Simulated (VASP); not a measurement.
# CdS (Hawleyite) (I-4m2) in VASP: further runs

The runs below take CdS (Hawleyite) through single point, with LDA.

Everything below comes from runs of VASP 6.6.1. Logs are shortened: lines on timing, memory, paths and dates and some standing lists are left out, and cuts for length are marked.

### Step 1. The cell of the first run

It takes space group I-4m2 (No. 119, tetragonal). The conventional cell has a = 4.091 Å, b = 4.091 Å, c = 5.713 Å, α = 90.00°, β = 90.00°, γ = 90.00°. Cd (site symmetry -4m2) has 4 S at 2.49 Å within 3.3 Å. S (site symmetry -4m2) has 4 Cd at 2.49 Å within 3.3 Å.

### Step 2. Single point, LDA (in-plane strain +0.005, then relaxed in part)

File INCAR:

```
ALGO = Normal
EDIFF = 1E-7
ENCUT = 520
GGA = CA
ISIF = 2
ISMEAR = 0
LASPH = T
LCHARG = T
LELF = T
LREAL = F
LVHAR = T
LWAVE = F
NBANDS = 16
NELM = 100
PREC = Accurate
SIGMA = 0.01
```

File KPOINTS:

```
k-points
0
Gamma
  8 8 8
```

File POSCAR:

```
CdS
1.0
    2.8926536271      2.8926536271      0.0000000000
   -2.8926536271      2.8926536271      0.0000000000
    0.0000000000      2.8926536271      2.8566390301
Cd S
1 1
Direct
    0.0000000000      0.0000000000      0.0000000000
    0.7500000000      0.2500000000      0.5000000000
```

Potentials or basis: VASP PAW LDA potentials, release 64 (Cd, S).

Launch:

```console
> cat potpaw_LDA.64/Cd/POTCAR potpaw_LDA.64/S/POTCAR > POTCAR
> mpirun -np 1 vasp_std > vasp.out
```

OUTCAR:

```text
EDIFF = 1E-7
   ENCUT = 520
   GGA = CA
   ISIF = 2
   ISMEAR = 0
   LASPH = T
   LREAL = F
   NELM = 100
   PREC = Accurate

 ion  position               nearest neighbor table
   1  0.000  0.000  0.000-   2 2.49   2 2.49   2 2.49   2 2.49
   2  0.750  0.250  0.500-   1 2.49   1 2.49   1 2.49   1 2.49

  LATTYP: Found a body centered tetragonal cell.
 ALAT       =     4.0908299907
 C/A-ratio  =     1.3966060856

  Lattice vectors:

 A1 = (   2.8926536271,   0.0000000000,  -2.8566390301)
 A2 = (  -2.8926536271,   0.0000000000,  -2.8566390301)
 A3 = (   0.0000000000,   2.8926536271,   2.8566390301)

Analysis of symmetry for initial positions (statically):
=====================================================================
 Subroutine PRICEL returns:
 Original cell was already a primitive cell.

 Routine SETGRP: Setting up the symmetry group for a
 body centered tetragonal supercell.

 Subroutine GETGRP returns: Found  8 space group operations
 (whereof  8 operations were pure point group operations)
 out of a pool of 16 trial point group operations.

The static configuration has the point symmetry D_2d.

Analysis of symmetry for dynamics (positions and initial velocities):
=====================================================================
 Subroutine PRICEL returns:
 Original cell was already a primitive cell.

 Routine SETGRP: Setting up the symmetry group for a
 body centered tetragonal supercell.

 Subroutine GETGRP returns: Found  8 space group operations
 (whereof  8 operations were pure point group operations)
 out of a pool of 16 trial point group operations.

The dynamic configuration has the point symmetry D_2d.

 Subroutine INISYM returns: Found  8 space group operations
 (whereof  8 operations are pure point group operations),
 and found     1 'primitive' translations

----------------------------------------------------------------------------------------

                                     Primitive cell

  volume of cell :      47.8055

  direct lattice vectors                    reciprocal lattice vectors
     2.892653627  2.892653627  0.000000000     0.172851666  0.172851666 -0.175030865
    -2.892653627  2.892653627  0.000000000    -0.172851666  0.172851666 -0.175030865
     0.000000000  2.892653627  2.856639030     0.000000000  0.000000000  0.350061730

  length of vectors
     4.090829991  4.090829991  4.065443586     0.300651294  0.300651294  0.350061730

  position of ions in fractional coordinates (direct lattice)
     0.000000000  0.000000000  0.000000000
     0.750000000  0.250000000  0.500000000

  ion indices of the primitive-cell ions
   primitive index   ion index
                 1           1
                 2           2

----------------------------------------------------------------------------------------

 KPOINTS: k-points

Automatic generation of k-mesh.
 Grid dimensions read from file:
 generate k-points for:    8    8    8

 Generating k-lattice:

  Cartesian coordinates                     Fractional coordinates (reciprocal lattice)
     0.021606458  0.021606458 -0.021878858     0.125000000  0.000000000 -0.000000000
    -0.021606458  0.021606458 -0.021878858     0.000000000  0.125000000 -0.000000000
     0.000000000  0.000000000  0.043757716     0.000000000  0.000000000  0.125000000

  Length of vectors
     0.037581412  0.037581412  0.043757716

  Shift w.r.t. Gamma in fractional coordinates (k-lattice)
     0.000000000  0.000000000  0.000000000

 Subroutine IBZKPT returns following result:
 ===========================================

 Found     59 irreducible k-points:

 Following reciprocal coordinates:
            Coordinates               Weight
  0.000000  0.000000  0.000000      1.000000
  0.125000  0.000000  0.000000      8.000000
  0.250000  0.000000  0.000000      8.000000
  0.375000  0.000000 -0.000000      8.000000
  0.500000  0.000000  0.000000      4.000000
  0.125000  0.125000  0.000000      8.000000
[... 16 lines left out ...]
  0.250000  0.000000  0.125000      4.000000
  0.375000  0.000000  0.125000      8.000000
 [... further k-points ...]
   k-points           NKPTS =     59   k-points in BZ     NKDIM =     59   number of bands    NBANDS=     16
   number of dos      NEDOS =    301   number of ions     NIONS =      2
   total plane-waves  NPLWV =  27000
   dimension x,y,z NGX =    30 NGY =   30 NGZ =   30
   dimension x,y,z NGXF=    60 NGYF=   60 NGZF=   60
   ions per type =               1   1
   NGX,Y,Z   is equivalent  to a cutoff of  12.19, 12.19, 12.27 a.u.
   NGXF,Y,Z  is equivalent  to a cutoff of  24.38, 24.38, 24.54 a.u.
 SYSTEM =  unknown system
   PREC   = accura    normal or accurate (medium, high low for compatibility)
   ISTART =      0    job   : 0-new  1-cont  2-samecut
   ICHARG =      2    charge: 1-file 2-atom 10-const
   ISPIN  =      1    spin polarized calculation?
   LNONCOLLINEAR =      F non collinear calculations
   LSORBIT =      F    spin-orbit coupling
   LASPH  =      T    aspherical Exc in radial PAW
   ENCUT  =  520.0 eV  38.22 Ry    6.18 a.u.   7.61  7.61  7.56*2*pi/ulx,y,z
   NELM   =    100;   NELMIN=  2; NELMDL= -5     # of ELM steps
   EDIFF  = 0.1E-06   stopping-criterion for ELM
   LREAL  =      F    real-space projection
   EDIFFG = 0.1E-05   stopping-criterion for IOM
   NSW    =      0    number of steps for IOM
   IBRION =     -1    ionic relax: 0-MD 1-quasi-New 2-CG
   NFREE  =      0    steps in history (QN), initial steepest desc. (CG)
   ISIF   =      2    stress and relaxation
   ISYM   =      2    0-nonsym 1-usesym 2-fastsym
   POTIM  = 0.5000    time-step for ionic-motion
   TEBEG  =    0.0;   TEEND  =   0.0 temperature during run
   PSTRESS=    0.0 pullay stress
   NELECT =      18.0000    total number of electrons
   NUPDOWN=      -1.0000    fix difference up-down
   EMIN   =  10.00;   EMAX   =-10.00  energy-range for DOS
   EFERMI =   0.00;   METHOD = LEGACY
   ISMEAR =     0;   SIGMA  =   0.01  broadening in eV -4-tet -1-fermi 0-gaus
   EFERMI_NEDOS =   21; number of points for ismear=-14 and -15
   IALGO  =     38    algorithm
   IMIX   =      4    mixing-type and parameters
     AMIX     =   0.40;   BMIX     =  1.00
     AMIX_MAG =   1.60;   BMIX_MAG =  1.00
  volume/ion in A,a.u.               =      23.90       161.30
  Fermi-wavevector in a.u.,A,eV,Ry     =   1.182151  2.233941 19.013880  1.397481
  Thomas-Fermi vector in A             =   2.318411
   LORBIT       =      0    0 simple, 1 ext, 2 COOP (PROOUT), +10 PAW based schemes
   GGA     = CA    functional components
   LHFCALC =     F    Hartree Fock is set to
   AEXX    =    0.0000 exact exchange contribution
   IVDW    =     0    specifies the selected vdW correction
   LEPSILON=     F    determine dielectric tensor
   LRPA    =     F    only Hartree local field effects (RPA)
 non-spin polarized calculation
 Gauss-broadening in eV      SIGMA  =   0.01
  energy-cutoff  :      520.00
  volume of cell :       47.81
 maximum number of plane-waves:      1305
   NGX = 15   NGY = 15   NGZ = 15

 number of electron      18.0000008 magnetization

 Free energy of the ion-electron system (eV)
  ---------------------------------------------------
  ext. energy  EPLUGINS =         0.00000000
  ---------------------------------------------------
  free energy    TOTEN  =        -7.40675941 eV

  energy without entropy =       -7.40675941  energy(sigma->0) =       -7.40675941

 E-fermi :   1.5651     XC(G=0):  -9.7559

 val. band max:        1.4862952153   @ k =   0.0000   0.0000   0.0000
 cond. band min:       2.4325354785   @ k =   0.0000   0.0000   0.0000
 fundamental gap:      0.9462402632
 Fermi energy:         1.5651003882

 k-point     1 :       0.0000    0.0000    0.0000
  band No.  band energies     occupation
      1     -11.1335      2.00000
      2      -6.4689      2.00000
      3      -6.4689      2.00000
      4      -6.4613      2.00000
      5      -5.9331      2.00000
      6      -5.9260      2.00000
[... 8 lines left out ...]
     15      12.8725      0.00000
     16      13.0467      0.00000

 k-point     2 :       0.1250    0.0000    0.0000
  band No.  band energies     occupation
      1     -11.0636      2.00000
      2      -6.4440      2.00000
      3      -6.4392      2.00000
      4      -6.4129      2.00000
      5      -5.9339      2.00000
      6      -5.9280      2.00000
[... 8 lines left out ...]
     15      12.3465      0.00000
     16      13.2897      0.00000

 k-point     3 :       0.2500    0.0000    0.0000
  band No.  band energies     occupation
      1     -10.8935      2.00000
      2      -6.3905      2.00000
      3      -6.3842      2.00000
      4      -6.2138      2.00000
      5      -5.9264      2.00000
      6      -5.9241      2.00000
[... 8 lines left out ...]
     15      12.0484      0.00000
     16      12.5766      0.00000

 k-point     4 :       0.3750    0.0000   -0.0000
  band No.  band energies     occupation
      1     -10.7234      2.00000
      2      -6.3502      2.00000
      3      -6.3418      2.00000
      4      -5.9047      2.00000
      5      -5.9013      2.00000
      6      -5.8199      2.00000
[... 8 lines left out ...]
     15      12.9188      0.00000
     16      12.9379      0.00000
[... 324 lines left out ...]
 k-point    22 :       0.0000    0.0000    0.1250
  band No.  band energies     occupation
      1     -11.0393      2.00000
      2      -6.4221      2.00000
      3      -6.4202      2.00000
      4      -6.4202      2.00000
      5      -5.9445      2.00000
      6      -5.9179      2.00000
[... 8 lines left out ...]
     15      12.9757      0.00000
     16      14.0677      0.00000

 k-point    23 :       0.2500    0.0000    0.1250
  band No.  band energies     occupation
      1     -10.9613      2.00000
      2      -6.4149      2.00000
      3      -6.3848      2.00000
      4      -6.3246      2.00000
      5      -5.9495      2.00000
      6      -5.9120      2.00000
[... 8 lines left out ...]
     15      12.2747      0.00000
     16      14.3780      0.00000

 k-point    24 :       0.3750    0.0000    0.1250
  band No.  band energies     occupation
      1     -10.7919      2.00000
      2      -6.3567      2.00000
      3      -6.3362      2.00000
      4      -6.0768      2.00000
      5      -5.9462      2.00000
      6      -5.8773      2.00000
[... 8 lines left out ...]
     15      12.9830      0.00000
     16      13.8258      0.00000

 [... further k-points ...]
[... 5 lines left out ...]
  --------------------------------------------------------------------------------------
  -------------------------------------------------------------------------------------
  Total        0.0890307      0.0890307      0.1612918      0.0000000      0.0000000      0.0000000
  in kB        2.9838154      2.9838154      5.4056077      0.0000000      0.0000000      0.0000000
  external PRESSURE =       3.7910795 kB  Pullay stress =       0.0000000 kB

 VOLUME and BASIS-vectors are now :
 -----------------------------------------------------------------------------
  energy-cutoff  :      520.00
  volume of cell :       47.81
      direct lattice vectors                 reciprocal lattice vectors
     2.892653627  2.892653627  0.000000000     0.172851666  0.172851666 -0.175030865
    -2.892653627  2.892653627  0.000000000    -0.172851666  0.172851666 -0.175030865
     0.000000000  2.892653627  2.856639030     0.000000000  0.000000000  0.350061730

 POSITION                                       TOTAL-FORCE (eV/Angst)
 -----------------------------------------------------------------------------------
      0.00000      0.00000      0.00000         0.000000     -0.000000      0.000000
      1.44633      4.33898      1.42832        -0.000000      0.000000      0.000000
 -----------------------------------------------------------------------------------
    total drift:                                0.000000      0.000000     -0.000000

  FREE ENERGIE OF THE ION-ELECTRON SYSTEM (eV)
  ---------------------------------------------------
  free  energy   TOTEN  =        -7.4067594061 eV

  energy  without entropy=       -7.4067594061  energy(sigma->0) =       -7.40675941
```

It took 26 s on 1 thread of Intel Xeon Platinum 8559C (Emerald Rapids), shared host; peak memory 0.16 GiB.

Results:

| Property | Result |
| --- | --- |
| Free energy | -7.4068 eV |
| Pressure | 0.4 GPa |
| Band gap on the k mesh | 0.95 eV, direct |

Stress tensor (GPa, compression positive):
```
0.30 0.00 0.00
0.00 0.30 0.00
0.00 0.00 0.54
```

Caveat: the cell differs from its parent crystal (in-plane strain +0.005, then relaxed in part).

[end of part 1 of 2]
